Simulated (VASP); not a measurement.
Here is a VASP 6.6.1 calculation.

File INCAR:

```
  PREC = Accurate
  ENCUT = 520
  EDIFF = 1E-7
  ISMEAR = -1
  SIGMA = 0.05
  LREAL = False
  LASPH = True
  NELM = 80
  ALGO = Normal
  ISIF = 2
  LWAVE = False
  LCHARG = False
  GGA = PE
  NBANDS = 14
```

The input KPOINTS:

```
regular mesh
0
Gamma
  15 15 13
```

POSCAR

```
HfN
1.0
    3.1000074843      0.0000000000      0.0000000000
   -1.5500037422      2.6846852333      0.0000000000
    0.0000000000      0.0000000000      2.9116892527
Hf N
1 1
Direct
    0.0000000000      0.0000000000      0.0000000000
    0.3333333333      0.6666666667      0.5000000000
```

Potentials or basis: VASP PAW PBE potentials, release 64 (Hf_pv, N).

Run with:

```sh
$ cat potpaw_PBE.64/Hf_pv/POTCAR potpaw_PBE.64/N/POTCAR > POTCAR
$ mpirun -np 1 vasp_std > vasp.out
```

Problem. Estimate the pressure.

Solution. -1.9 GPa.

Stress tensor (GPa, compression positive):
```
-1.76  0.00  0.00
 0.00 -1.76  0.00
 0.00  0.00 -2.28
```
